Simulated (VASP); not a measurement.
Crystal: Zn.

```
Zn
1.0
     2.63391    0.00000    0.00000
    -1.31696    2.28104    0.00000
     0.00000    0.00000    4.89888
Zn
2
Direct
  0.66667 0.33333 0.75000
  0.33333 0.66667 0.25000
```

This cell differs from its parent crystal: volume scaled by 0.96.

Base run:

| Property | Result |
| --- | --- |
| Program | VASP 6.6.1 |
| Functional | PBE |
| Potentials or basis | VASP PAW PBE potentials, release 64 (Zn) |
| Cutoff | 520 eV |
| k mesh | 11 × 11 × 6 |
| Occupations | fermi-dirac, width 0.05 eV |
| Spin | no spin polarisation |

Its results: band gap on the k mesh zero (band 12 reaches 5.08 eV, above the bottom of band 13 at 0.31 eV); pressure 2.9 GPa.

**Question.** After a change of settings the same cell gave: band gap on the k mesh zero (band 12 reaches 4.97 eV, above the bottom of band 13 at 0.09 eV); pressure -1.3 GPa. Which change was it?
A. further incar settings from ALGO = Normal; EDIFF = 1e-07; NBANDS = 19 to ALGO = Fast; EDIFF = 1e-06; NBANDS = 19
B. functional from PBE to PBEsol; further incar settings from ALGO = Normal; EDIFF = 1e-07; NBANDS = 19 to ALGO = Normal; EDIFF = 1e-06; NBANDS = 19
C. functional from PBE to r2SCAN

**Answer.** C.

Caveats: the PAW data sets were made with another functional, which shifts forces and pressure a little (some runs).
